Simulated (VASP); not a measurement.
Sb: single point with revPBE

Crystal: Sb.

```
Sb
1.0
     5.46518    0.00000    0.00000
    -2.73259    4.73298    0.00000
     0.00000    0.00000    3.25860
Sb
3
Direct
  0.00000 0.00000 0.00000
  0.33333 0.66667 0.50000
  0.66667 0.33333 0.50000
```

```json
{
 "Program": "VASP 6.6.1",
 "Task": "single point",
 "Functional": "revPBE",
 "Potentials or basis": "VASP PAW PBE potentials, release 64 (Sb)",
 "Cutoff": "520 eV",
 "k mesh": "7 × 7 × 10",
 "Occupations": "fermi-dirac, width 0.1 eV",
 "Spin": "no spin polarisation"
}
```

The pressure is -0.2 GPa.

Levels at points of the mesh, in eV from the Fermi level:
```
           k point  band 5  band 6  band 7  band 8  band 9  band 10  band 11  band 12
(0.00, 0.00, 0.00)   -3.82   -3.55   -3.55    1.59    5.07     5.07     5.46     5.47
(0.00, 0.00, 0.50)   -2.74   -2.06   -2.06   -2.00   -0.52    -0.52     0.51     0.51
```

Wall time 53 s on 1 thread of Intel Xeon 6975P-C, on a shared host, peak memory 0.21 GiB.

Caveat: the PAW data sets were made with another functional, which shifts forces and pressure a little; spin-orbit coupling is left out, which moves the levels of the heavy elements.
